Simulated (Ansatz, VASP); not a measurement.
# TaF in VASP and in Ansatz

```
Ta F
1.0
     2.77122    0.00000    0.00000
    -1.38561    2.39995    0.00000
     0.00000    0.00000    4.14915
Ta F
1 1
Cartesian
  0.0000 0.0000 0.0000
  1.3856 0.8000 2.0746
```

Alike in both runs: functional PBE; k mesh 6 × 6 × 6; occupations gaussian, width 0.1 eV; no spin polarisation.

Ansatz relaxed the structure, and its values are those at the end. VASP's run is a single point on that final structure, the one shown.

|  | VASP | Ansatz |
| --- | --- | --- |
| version | VASP 6.6.1 | Ansatz 0.2.0 |
| potentials or method | VASP PAW PBE potentials, release 64 (Ta_pv, F), cutoff 520 eV | scalar-relativistic, plane waves, PAW |
| valence electrons in the cell | 18 | 20 |

Ansatz gave:

```
gap on the k mesh at the Fermi level (eV) : none
pressure (GPa)                            : 0.0
```

**Question.** What did VASP give for the same quantities?

**Answer.** gap on the k mesh at the Fermi level (eV): none; pressure (GPa): -0.1.

A gap of «none» marks a metal or a gap that the smearing closes. VASP's potentials hold 18 valence electrons a cell and Ansatz's 20, so a difference there can come from the potentials and not from the codes.

The k mesh is coarse, so the values compare programs but aren't converged. Spin-orbit coupling is off throughout.
